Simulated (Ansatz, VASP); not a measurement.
## One calculation of PbS, two programs

The input POSCAR:

```
PbS
1.0
    3.5614214159      0.0000000000      0.0000000000
    0.0000000000      3.5614214159      0.0000000000
    0.0000000000      0.0000000000      3.5614214159
Pb S
1 1
Direct
    0.0000000000      0.0000000000      0.0000000000
    0.5000000000      0.5000000000      0.5000000000
```

Contents of INCAR.step1:

```
PREC     = Accurate       # precision mode
ENCUT    = 550            # plane-wave cutoff, eV
ISMEAR   = 0              # smearing method
SIGMA    = 0.05           # smearing width, eV
LREAL    = F              # projectors in reciprocal space
LASPH    = T              # aspherical terms in the spheres
NELM     = 120            # most SCF steps
NBANDS   = 17             # bands
GGA      = PE             # functional
ALGO     = Normal         # electronic algorithm
EDIFF    = 1E-5           # SCF threshold, eV
LWAVE    = T              # write WAVECAR
LCHARG   = F              # write CHGCAR
GGA_COMPAT= F
```

The input INCAR.step2:

```
PREC     = Accurate       # precision mode
ENCUT    = 550            # plane-wave cutoff, eV
EDIFF    = 1E-6           # SCF threshold, eV
ISMEAR   = 0              # smearing method
SIGMA    = 0.05           # smearing width, eV
LREAL    = F              # projectors in reciprocal space
LASPH    = T              # aspherical terms in the spheres
NELM     = 120            # most SCF steps
ALGO     = Normal         # electronic algorithm
ISIF     = 2              # what is computed and relaxed
LWAVE    = F              # write WAVECAR
LCHARG   = T              # write CHGCAR
METAGGA  = R2SCAN         # meta-GGA
LMIXTAU  = T            
IVDW     = 12             # dispersion correction
VDW_S6   = 1.0          
VDW_S8   = 0.78981345   
VDW_A1   = 0.49484001   
VDW_A2   = 5.73083694   
LELF     = T              # ELF
LVHAR    = T            
NBANDS   = 17             # bands
ISTART   = 1            
GGA_COMPAT= F
```

The input KPOINTS:

```
regular mesh
0
Gamma
  10 10 10
```

Input for Ansatz:

```yaml
crystal:
  lattice:
    - [3.5614214159, 0.0, 0.0]
    - [0.0, 3.5614214159, 0.0]
    - [0.0, 0.0, 3.5614214159]
  atoms:
    - { symbol: Pb, position: [0.0, 0.0, 0.0] }
    - { symbol: S, position: [0.5, 0.5, 0.5] }
basis:
  ecutwfc: 500
  ecutrho_ratio: 4
kpoints:
  mp_grid: { grid: [10, 10, 10] }
hamiltonian:
  xc: r2scan
  dispersion: d3bj
scf:
  occupations: { method: gaussian, width: 0.05 }
output:
  forces: true
  stress: true
  eigenvalues: true
```

Alike in both runs: task single point; functional r2SCAN; dispersion D3(BJ); k mesh 10 × 10 × 10; occupations gaussian, width 0.05 eV; no spin polarisation.

|  | VASP | Ansatz |
| --- | --- | --- |
| version | VASP 6.6.1 | Ansatz 0.2.0 |
| potentials or method | VASP PAW PBE potentials, release 64 (Pb_d, S), cutoff 550 eV | scalar-relativistic, plane waves, PAW |
| valence electrons in the cell | 20 | 20 |

```tsv
	VASP	Ansatz	Ansatz less VASP
gap on the k mesh at the Fermi level (eV)	none	none	-
pressure (GPa)	3.0	3.0	-0.03
```

VASP's potentials were made for PBE, not for r2SCAN. A gap of «none» marks a metal or a gap that the smearing closes. Ansatz's warnings: dispersion damping borrowed.

Neither program's run includes spin-orbit coupling.
